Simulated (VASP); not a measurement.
# Ge (Fd-3m) in VASP: single point with LDA

Aim: the single point of Ge with LDA.

All numbers are computed with VASP 6.6.1; they aren't measurements. Logs are shortened: lines on timing, memory, paths and dates and some standing lists are left out, and cuts for length are marked.

## Step 1: The cell of the first run

It takes space group Fd-3m (No. 227, cubic). The conventional cell has a = 5.622 Å, b = 5.622 Å, c = 5.622 Å, α = 90.00°, β = 90.00°, γ = 90.00°. Ge (site symmetry -43m) has 4 Ge at 2.43 Å within 3.2 Å.

## Step 2: Single point, LDA

Input file INCAR:

```
  PREC = Accurate
  ENCUT = 500
  EDIFF = 1E-6
  ISMEAR = 0
  SIGMA = 0.1
  LREAL = False
  LASPH = True
  NELM = 120
  ALGO = Normal
  ISIF = 2
  LWAVE = False
  LCHARG = True
  LELF = True
  LVHAR = True
  NBANDS = 21
  GGA_COMPAT = False
```

Input file KPOINTS:

```
Automatic mesh
0
Gamma
  12 12 12
```

Input file POSCAR:

```
Ge
1.0
    0.0000000000      2.8107737099      2.8107737099
    2.8107737099      0.0000000000      2.8107737099
    2.8107737099      2.8107737099      0.0000000000
Ge
2
Direct
    0.0000000000      0.0000000000      0.0000000000
    0.2500000000      0.2500000000      0.2500000000
```

Potentials or basis: VASP PAW LDA potentials, release 64 (Ge_d).

Launch:

```console
$ cat potpaw_LDA.64/Ge_d/POTCAR > POTCAR
$ mpirun -np 1 vasp_std > vasp.out
```

OUTCAR:

```text
PREC = Accurate
   ENCUT = 500
   EDIFF = 1E-6
   ISMEAR = 0
   LREAL = False
   LASPH = True
   NELM = 120
   ISIF = 2

 ion  position               nearest neighbor table
   1  0.000  0.000  0.000-   2 2.43   2 2.43   2 2.43   2 2.43
   2  0.250  0.250  0.250-   1 2.43   1 2.43   1 2.43   1 2.43

  LATTYP: Found a face centered cubic cell.
 ALAT       =     5.6215474198

  Lattice vectors:

 A1 = (   0.0000000000,   2.8107737099,   2.8107737099)
 A2 = (   2.8107737099,   0.0000000000,   2.8107737099)
 A3 = (   2.8107737099,   2.8107737099,   0.0000000000)

Analysis of symmetry for initial positions (statically):
=====================================================================
 Subroutine PRICEL returns:
 Original cell was already a primitive cell.

 Routine SETGRP: Setting up the symmetry group for a
 face centered cubic supercell.

 Subroutine GETGRP returns: Found 48 space group operations
 (whereof 24 operations were pure point group operations)
 out of a pool of 48 trial point group operations.

The static configuration has the point symmetry T_d .
 The point group associated with its full space group is O_h .

Analysis of symmetry for dynamics (positions and initial velocities):
=====================================================================
 Subroutine PRICEL returns:
 Original cell was already a primitive cell.

 Routine SETGRP: Setting up the symmetry group for a
 face centered cubic supercell.

 Subroutine GETGRP returns: Found 48 space group operations
 (whereof 24 operations were pure point group operations)
 out of a pool of 48 trial point group operations.

The dynamic configuration has the point symmetry T_d .
 The point group associated with its full space group is O_h .

 Subroutine INISYM returns: Found 48 space group operations
 (whereof 24 operations are pure point group operations),
 and found     1 'primitive' translations

----------------------------------------------------------------------------------------

                                     Primitive cell

  volume of cell :      44.4127

  direct lattice vectors                    reciprocal lattice vectors
     0.000000000  2.810773710  2.810773710    -0.177886963  0.177886963  0.177886963
     2.810773710  0.000000000  2.810773710     0.177886963 -0.177886963  0.177886963
     2.810773710  2.810773710  0.000000000     0.177886963  0.177886963 -0.177886963

  length of vectors
     3.975034301  3.975034301  3.975034301     0.308109259  0.308109259  0.308109259

  position of ions in fractional coordinates (direct lattice)
     0.000000000  0.000000000  0.000000000
     0.250000000  0.250000000  0.250000000

  ion indices of the primitive-cell ions
   primitive index   ion index
                 1           1
                 2           2

----------------------------------------------------------------------------------------

 KPOINTS: Automatic mesh

Automatic generation of k-mesh.
 Grid dimensions read from file:
 generate k-points for:   12   12   12

 Generating k-lattice:

  Cartesian coordinates                     Fractional coordinates (reciprocal lattice)
    -0.014823914  0.014823914  0.014823914     0.083333333  0.000000000  0.000000000
     0.014823914 -0.014823914  0.014823914     0.000000000  0.083333333  0.000000000
     0.014823914  0.014823914 -0.014823914     0.000000000  0.000000000  0.083333333

  Length of vectors
     0.025675772  0.025675772  0.025675772

  Shift w.r.t. Gamma in fractional coordinates (k-lattice)
     0.000000000  0.000000000  0.000000000

 Subroutine IBZKPT returns following result:
 ===========================================

 Found     72 irreducible k-points:

 Following reciprocal coordinates:
            Coordinates               Weight
  0.000000  0.000000  0.000000      1.000000
  0.083333  0.000000  0.000000      8.000000
  0.166667  0.000000  0.000000      8.000000
  0.250000  0.000000  0.000000      8.000000
  0.333333  0.000000  0.000000      8.000000
  0.416667  0.000000  0.000000      8.000000
[... 16 lines left out ...]
  0.500000  0.166667  0.000000     24.000000
 -0.416667  0.166667  0.000000     24.000000
 [... further k-points ...]
   k-points           NKPTS =     72   k-points in BZ     NKDIM =     72   number of bands    NBANDS=     21
   number of dos      NEDOS =    301   number of ions     NIONS =      2
   total plane-waves  NPLWV =  27000
   dimension x,y,z NGX =    30 NGY =   30 NGZ =   30
   dimension x,y,z NGXF=    60 NGYF=   60 NGZF=   60
   ions per type =               2
   NGX,Y,Z   is equivalent  to a cutoff of  12.55, 12.55, 12.55 a.u.
   NGXF,Y,Z  is equivalent  to a cutoff of  25.09, 25.09, 25.09 a.u.
 SYSTEM =  unknown system
   PREC   = accura    normal or accurate (medium, high low for compatibility)
   ISTART =      0    job   : 0-new  1-cont  2-samecut
   ICHARG =      2    charge: 1-file 2-atom 10-const
   ISPIN  =      1    spin polarized calculation?
   LNONCOLLINEAR =      F non collinear calculations
   LSORBIT =      F    spin-orbit coupling
   LASPH  =      T    aspherical Exc in radial PAW
   ENCUT  =  500.0 eV  36.75 Ry    6.06 a.u.   7.25  7.25  7.25*2*pi/ulx,y,z
   NELM   =    120;   NELMIN=  2; NELMDL= -5     # of ELM steps
   EDIFF  = 0.1E-05   stopping-criterion for ELM
   LREAL  =      F    real-space projection
   EDIFFG = 0.1E-04   stopping-criterion for IOM
   NSW    =      0    number of steps for IOM
   IBRION =     -1    ionic relax: 0-MD 1-quasi-New 2-CG
   NFREE  =      0    steps in history (QN), initial steepest desc. (CG)
   ISIF   =      2    stress and relaxation
   ISYM   =      2    0-nonsym 1-usesym 2-fastsym
   POTIM  = 0.5000    time-step for ionic-motion
   TEBEG  =    0.0;   TEEND  =   0.0 temperature during run
   PSTRESS=    0.0 pullay stress
   NELECT =      28.0000    total number of electrons
   NUPDOWN=      -1.0000    fix difference up-down
   EMIN   =  10.00;   EMAX   =-10.00  energy-range for DOS
   EFERMI =   0.00;   METHOD = LEGACY
   ISMEAR =     0;   SIGMA  =   0.10  broadening in eV -4-tet -1-fermi 0-gaus
   EFERMI_NEDOS =   21; number of points for ismear=-14 and -15
   IALGO  =     38    algorithm
   IMIX   =      4    mixing-type and parameters
     AMIX     =   0.40;   BMIX     =  1.00
     AMIX_MAG =   1.60;   BMIX_MAG =  1.00
  volume/ion in A,a.u.               =      22.21       149.86
  Fermi-wavevector in a.u.,A,eV,Ry     =   1.403756  2.652714 26.810701  1.970531
  Thomas-Fermi vector in A             =   2.526386
   LORBIT       =      0    0 simple, 1 ext, 2 COOP (PROOUT), +10 PAW based schemes
   GGA     = CA    functional components
   LHFCALC =     F    Hartree Fock is set to
   AEXX    =    0.0000 exact exchange contribution
   IVDW    =     0    specifies the selected vdW correction
   LEPSILON=     F    determine dielectric tensor
   LRPA    =     F    only Hartree local field effects (RPA)
 non-spin polarized calculation
 Gauss-broadening in eV      SIGMA  =   0.10
  energy-cutoff  :      500.00
  volume of cell :       44.41
 maximum number of plane-waves:      1158
 NGX is ok and might be reduce to    30
   NGX = 15   NGY = 15   NGZ = 15

 number of electron      28.0000032 magnetization

 Free energy of the ion-electron system (eV)
  ---------------------------------------------------
  ext. energy  EPLUGINS =         0.00000000
  ---------------------------------------------------
  free energy    TOTEN  =       -10.39085753 eV

  energy without entropy =      -10.39063991  energy(sigma->0) =      -10.39074872

 E-fermi :   4.9463     XC(G=0): -10.3796

 val. band max:        4.9460015657   @ k =   0.0000   0.0000   0.0000
 cond. band min:       5.0386957809   @ k =   0.5000   0.0000   0.0000
 fundamental gap:      0.0926942152
 Fermi energy:         4.9463019960

 k-point     1 :       0.0000    0.0000    0.0000
  band No.  band energies     occupation
      1     -20.0551      2.00000
      2     -20.0551      2.00000
      3     -20.0551      2.00000
      4     -20.0168      2.00000
      5     -20.0168      2.00000
      6     -19.7955      2.00000
[... 13 lines left out ...]
     20      14.5162      0.00000
     21      14.5162      0.00000

 k-point     2 :       0.0833    0.0000    0.0000
  band No.  band energies     occupation
      1     -20.0596      2.00000
      2     -20.0596      2.00000
      3     -20.0539      2.00000
      4     -20.0107      2.00000
      5     -20.0107      2.00000
      6     -19.8024      2.00000
[... 13 lines left out ...]
     20      13.8879      0.00000
     21      13.8879      0.00000

 k-point     3 :       0.1667    0.0000    0.0000
  band No.  band energies     occupation
      1     -20.0676      2.00000
      2     -20.0676      2.00000
      3     -20.0506      2.00000
      4     -19.9985      2.00000
      5     -19.9985      2.00000
      6     -19.8130      2.00000
[... 13 lines left out ...]
     20      13.3023      0.00000
     21      13.3023      0.00000

 k-point     4 :       0.2500    0.0000    0.0000
  band No.  band energies     occupation
      1     -20.0742      2.00000
      2     -20.0742      2.00000
      3     -20.0460      2.00000
      4     -19.9867      2.00000
      5     -19.9867      2.00000
      6     -19.8220      2.00000
[... 13 lines left out ...]
     20      13.2796      0.00000
     21      13.2796      0.00000

 k-point     5 :       0.3333    0.0000    0.0000
  band No.  band energies     occupation
      1     -20.0782      2.00000
      2     -20.0782      2.00000
      3     -20.0414      2.00000
      4     -19.9784      2.00000
      5     -19.9784      2.00000
      6     -19.8278      2.00000
[... 13 lines left out ...]
     20      13.9338      0.00000
     21      13.9338      0.00000

 k-point     6 :       0.4167    0.0000    0.0000
  band No.  band energies     occupation
      1     -20.0802      2.00000
      2     -20.0802      2.00000
      3     -20.0379      2.00000
      4     -19.9741      2.00000
      5     -19.9741      2.00000
      6     -19.8304      2.00000
[... 13 lines left out ...]
     20      15.1126      0.00000
     21      15.1126      0.00000

 k-point     7 :       0.5000    0.0000    0.0000
  band No.  band energies     occupation
      1     -20.0807      2.00000
      2     -20.0807      2.00000
      3     -20.0367      2.00000
      4     -19.9729      2.00000
      5     -19.9729      2.00000
      6     -19.8311      2.00000
[... 13 lines left out ...]
     20      16.0579      0.00000
     21      16.1898      0.00000
[... 291 lines left out ...]
      1     -20.0762      2.00000
      2     -20.0704      2.00000
      3     -20.0562      2.00000
      4     -19.9901      2.00000
      5     -19.9623      2.00000
      6     -19.8650      2.00000
[... 13 lines left out ...]
     20      14.1316      0.00000
     21      14.9738      0.00000

 k-point    21 :       0.3333    0.1667    0.0000
  band No.  band energies     occupation
      1     -20.0864      2.00000
      2     -20.0759      2.00000
      3     -20.0440      2.00000
      4     -19.9786      2.00000
      5     -19.9506      2.00000
      6     -19.8755      2.00000
[... 13 lines left out ...]
     20      14.5772      0.00000
     21      15.2845      0.00000

 k-point    22 :       0.4167    0.1667    0.0000
  band No.  band energies     occupation
      1     -20.0940      2.00000
      2     -20.0806      2.00000
      3     -20.0306      2.00000
      4     -19.9679      2.00000
      5     -19.9461      2.00000
      6     -19.8774      2.00000
[... 13 lines left out ...]
     20      15.1773      0.00000
     21      16.1654      0.00000

 k-point    23 :       0.5000    0.1667    0.0000
  band No.  band energies     occupation
      1     -20.0982      2.00000
      2     -20.0844      2.00000
      3     -20.0192      2.00000
      4     -19.9586      2.00000
      5     -19.9499      2.00000
      6     -19.8700      2.00000
[... 13 lines left out ...]
     20      15.9397      0.00000
     21      16.2210      0.00000

 k-point    24 :      -0.4167    0.1667    0.0000
  band No.  band energies     occupation
      1     -20.0984      2.00000
      2     -20.0870      2.00000
      3     -20.0132      2.00000
      4     -19.9597      2.00000
      5     -19.9519      2.00000
      6     -19.8558      2.00000
[... 13 lines left out ...]
     20      14.6466      0.00000
     21      15.2288      0.00000

 [... further k-points ...]

------------------------ aborting loop because EDIFF is reached ----------------------------------------

  FORCE on cell =-STRESS in cart. coord.  units (eV):
  Direction    XX          YY          ZZ          XY          YZ          ZX
  --------------------------------------------------------------------------------------
  -------------------------------------------------------------------------------------
  Total        0.0428591      0.0428591      0.0428591     -0.0000000      0.0000000      0.0000000
  in kB        1.5461316      1.5461316      1.5461316     -0.0000000      0.0000000      0.0000000
  external PRESSURE =       1.5461316 kB  Pullay stress =       0.0000000 kB

 VOLUME and BASIS-vectors are now :
 -----------------------------------------------------------------------------
  energy-cutoff  :      500.00
  volume of cell :       44.41
      direct lattice vectors                 reciprocal lattice vectors
     0.000000000  2.810773710  2.810773710    -0.177886963  0.177886963  0.177886963
     2.810773710  0.000000000  2.810773710     0.177886963 -0.177886963  0.177886963
     2.810773710  2.810773710  0.000000000     0.177886963  0.177886963 -0.177886963

 POSITION                                       TOTAL-FORCE (eV/Angst)
 -----------------------------------------------------------------------------------
      0.00000      0.00000      0.00000         0.000000      0.000000      0.000000
      1.40539      1.40539      1.40539        -0.000000     -0.000000     -0.000000
 -----------------------------------------------------------------------------------
    total drift:                                0.000000      0.000000      0.000000

  FREE ENERGIE OF THE ION-ELECTRON SYSTEM (eV)
  ---------------------------------------------------
  free  energy   TOTEN  =       -10.3908575307 eV

  energy  without entropy=      -10.3906399119  energy(sigma->0) =      -10.39074872
```

It took 86 s on 1 thread of Intel Xeon 8259CL, shared host; peak memory 0.18 GiB.

Results:

| Quantity | Value |
| --- | --- |
| Free energy | -10.3909 eV |
| Pressure | 0.2 GPa |
| Band gap on the k mesh | 0.03 eV |

Caveat: the smearing spreads over this small gap.

The gap in the log of VASP goes by the Fermi energy; the results here count the filled bands.